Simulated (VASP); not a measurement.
Write the native input for VASP 6.6.1 that does the following.

```yaml
Task: density of states
Functional: PBE
Potentials_or_basis: VASP PAW PBE potentials, release 64 (Sr_sv, B)
Cutoff: 520 eV
k_mesh: 16 × 16 × 16
Occupations: gaussian, width 0.1 eV
Spin: no spin polarisation
Dipole_correction: no
k_mesh_for_the_DOS: 24 × 24 × 24
Occupations_for_the_DOS: tetrahedron
Further_INCAR_settings: ALGO = Normal; EDIFF = 1e-06; NBANDS = 14
```

SrB:

```
Sr B
1.0
     0.00000    2.98183    2.98183
     2.98183    0.00000    2.98183
     2.98183    2.98183    0.00000
Sr B
1 1
Direct
  0.00000 0.00000 0.00000
  0.50000 0.50000 0.50000
```

The input as run:

POSCAR

```
SrB
1.0
    0.0000000000      2.9818338199      2.9818338199
    2.9818338199      0.0000000000      2.9818338199
    2.9818338199      2.9818338199      0.0000000000
Sr B
1 1
Direct
    0.0000000000      0.0000000000      0.0000000000
    0.5000000000      0.5000000000      0.5000000000
```

INCAR.step1

```
SYSTEM = SrB
PREC = Accurate ; ENCUT = 520
EDIFF = 1E-6 ; ISMEAR = 0
SIGMA = 0.1 ; LREAL = .FALSE.
LASPH = .TRUE. ; NELM = 100
ALGO = Normal ; ISIF = 2
LWAVE = .FALSE. ; LCHARG = .TRUE.
GGA = PE ; NBANDS = 14
```

KPOINTS.step1

```
Automatic mesh
0
G
  16 16 16
  0 0 0
```

INCAR.step2

```
SYSTEM = SrB
PREC = Accurate ; ENCUT = 520
EDIFF = 1E-6 ; ISMEAR = -5
SIGMA = 0.1 ; LREAL = .FALSE.
LASPH = .TRUE. ; NELM = 100
ALGO = Normal ; ISIF = 2
LWAVE = .FALSE. ; LCHARG = .FALSE.
GGA = PE ; LORBIT = 11
NBANDS = 14 ; NEDOS = 1001
ICHARG = 11
```

KPOINTS.step2

```
Automatic mesh
0
G
  24 24 24
  0 0 0
```

Potentials or basis: VASP PAW PBE potentials, release 64 (Sr_sv, B).

Launch:

```console
$ cat potpaw_PBE.64/Sr_sv/POTCAR potpaw_PBE.64/B/POTCAR > POTCAR
$ cp INCAR.step1 INCAR
$ cp KPOINTS.step1 KPOINTS
$ mpirun -np 1 vasp_std > vasp.out
$ cp INCAR.step2 INCAR
$ cp KPOINTS.step2 KPOINTS
$ mpirun -np 1 vasp_std > vasp.out
```

It gave:

The valence electrons inside the program's atomic spheres are Sr 8.00; B 1.50.

Wall time 2.3 min on 1 thread of AMD EPYC 9R45 96-Core Processor (Zen 5), on a shared host, peak memory 0.4 GiB.
